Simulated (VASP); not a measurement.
# Mo: relaxation of cell and atoms with PBEsol

The system is Mo.

```
Mo
1.0
     2.72999    0.00000    0.00000
    -1.36500    2.36424    0.00000
     0.00000    0.00000    7.25915
Mo
3
Direct
  0.00000 0.00000 0.00000
  0.33333 0.66667 0.33333
  0.66667 0.33333 0.66667
```

- Program: VASP 6.6.1
- Task: relaxation of cell and atoms
- Functional: PBEsol
- Potentials or basis: VASP PAW PBE potentials, release 64 (Mo_sv)
- Cutoff: 600 eV
- k mesh: 18 × 18 × 7
- Occupations: gaussian, width 0.1 eV
- Spin: no spin polarisation
- Dipole correction: no
- Further INCAR settings: ALGO = Normal; EDIFF = 1e-07; IBRION = 2; EDIFFG = -0.01; NSW = 65; ISIF = 3

```
Relaxed volume                         : 15.56 Å³/atom
Relaxed cell                           : a = 2.794 Å, b = 2.794 Å, c = 6.908 Å, α = 90.00°, β = 90.00°, γ = 120.00°
Space group after relaxing (to 0.05 Å) : Fm-3m (No. 225)
Energy gained by relaxing              : 5.9 meV/atom
Ionic steps                            : 15
Pressure after relaxing                : -0.1 GPa
Band gap on the k mesh                 : zero (band 21 reaches 13.38 eV, above the bottom of band 22 at 11.47 eV)
```

Step by step:
| step | energy change (eV) | largest force (eV/Å) | pressure (GPa) | volume (Å³) |
| --- | --- | --- | --- | --- |
| 1 | 0.0000 | 0.0000 | 0.47 | 46.85 |
| 2 | -0.0120 | 0.0000 | -1.85 | 47.16 |
| 3 | -0.0120 | 0.0000 | -1.86 | 47.16 |
| 4 | -0.0085 | 0.0000 | 3.70 | 46.10 |
| 5 | -0.0150 | 0.0000 | 0.27 | 46.74 |
| 6 | -0.0154 | 0.0000 | 0.08 | 46.76 |
| 7 | -0.0163 | 0.0000 | -0.35 | 46.80 |
| 8 | -0.0169 | 0.0000 | -1.06 | 46.87 |
| 9 | -0.0170 | 0.0000 | -0.84 | 46.85 |
| 10 | -0.0171 | 0.0000 | -0.78 | 46.84 |
| 11 | -0.0173 | 0.0000 | -0.59 | 46.79 |
| 12 | -0.0175 | 0.0000 | -0.17 | 46.71 |
| 13 | -0.0175 | 0.0000 | -0.20 | 46.71 |
| 14 | -0.0175 | 0.0000 | -0.16 | 46.70 |
| 15 | -0.0176 | 0.0000 | -0.06 | 46.69 |

Final structure:
```cif
data_structure
_symmetry_space_group_name_H-M 'P 1'
_symmetry_Int_Tables_number 1
_cell_length_a 2.7936
_cell_length_b 2.7936
_cell_length_c 6.9077
_cell_angle_alpha 90.000
_cell_angle_beta 90.000
_cell_angle_gamma 120.000
_cell_volume 46.69
loop_
_atom_site_label
_atom_site_type_symbol
_atom_site_fract_x
_atom_site_fract_y
_atom_site_fract_z
_atom_site_occupancy
Mo1 Mo 0.00000 0.00000 0.00000 1
Mo2 Mo 0.33333 0.66667 0.33333 1
Mo3 Mo 0.66667 0.33333 0.66667 1
```

Levels at points of the mesh, in eV from the Fermi level:
| k point | band 18 | band 19 | band 20 | band 21 | band 22 | band 23 | band 24 | band 25 |
| --- | --- | --- | --- | --- | --- | --- | --- | --- |
| (0.00, 0.00, 0.00) | -0.70 | -0.58 | -0.58 | -0.58 | -0.58 | -0.51 | -0.51 | 2.04 |
| (0.50, 0.00, 0.00) | -2.01 | -0.28 | -0.28 | 0.06 | 0.06 | 4.16 | 4.19 | 4.37 |

Wall time 35 min on 1 thread of Intel(R) Xeon(R) Platinum 8259CL CPU @ 2.50GHz (Skylake/Cascade Lake) (shared host), peak memory 0.4 GiB.

Caveat: the PAW data sets were made with another functional, which shifts forces and pressure a little.
